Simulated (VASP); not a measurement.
A run of VASP 6.6.1 is set up as follows.

Contents of INCAR:

```
SYSTEM = MnAs
PREC = Accurate
ENCUT = 520
EDIFF = 1E-6
ISMEAR = -5
SIGMA = 0.1
LREAL = .False.
LASPH = .True.
NELM = 80
ALGO = Normal
ISIF = 2
LWAVE = .False.
LCHARG = .True.
GGA = PS
LELF = .True.
LVHAR = .True.
NBANDS = 46
```

KPOINTS

```
Automatic mesh
0
Gamma
  5 7 4
  0 0 0
```

File POSCAR:

```
MnAs
1.0
    5.8064837800      0.0000000000      0.0000000000
    0.0000000000      3.7257391700      0.0000000000
    0.0000000000      0.0000000000      6.4596523400
As Mn
4 4
Direct
    0.2745000000      0.2500000000      0.9184000000
    0.2255000000      0.7500000000      0.4184000000
    0.7745000000      0.2500000000      0.5816000000
    0.7255000000      0.7500000000      0.0816000000
    0.9953000000      0.2500000000      0.2229000000
    0.5047000000      0.7500000000      0.7229000000
    0.4953000000      0.2500000000      0.2771000000
    0.0047000000      0.7500000000      0.7771000000
```

Potentials or basis: VASP PAW PBE potentials, release 64 (As, Mn_pv).

Command:

```console
$ cat potpaw_PBE.64/As/POTCAR potpaw_PBE.64/Mn_pv/POTCAR > POTCAR
$ mpirun -np 1 vasp_std > vasp.out
```

Question: Predict the band gap on the k mesh.

Answer: Zero (bands 36 and 37 overlap by 0.09 eV).

Question: Estimate the largest force.

Answer: 0.415 eV/Å.

Forces on the atoms (eV/Å):
```
As  -0.049  0.000  0.042
As   0.049  0.000  0.042
As  -0.049  0.000 -0.042
As   0.049  0.000 -0.042
Mn   0.194  0.000 -0.367
Mn  -0.194  0.000 -0.367
Mn   0.194  0.000  0.367
Mn  -0.194  0.000  0.367
```

Caveat: the cell stands under tension; the PAW data sets were made with another functional, which shifts forces and pressure a little; the run has no spin polarisation, though such a crystal can be magnetic; tetrahedron occupations give inexact forces and stress in metals. Spin polarisation is off, so any magnetic state and its effect on volume and gap are missing.
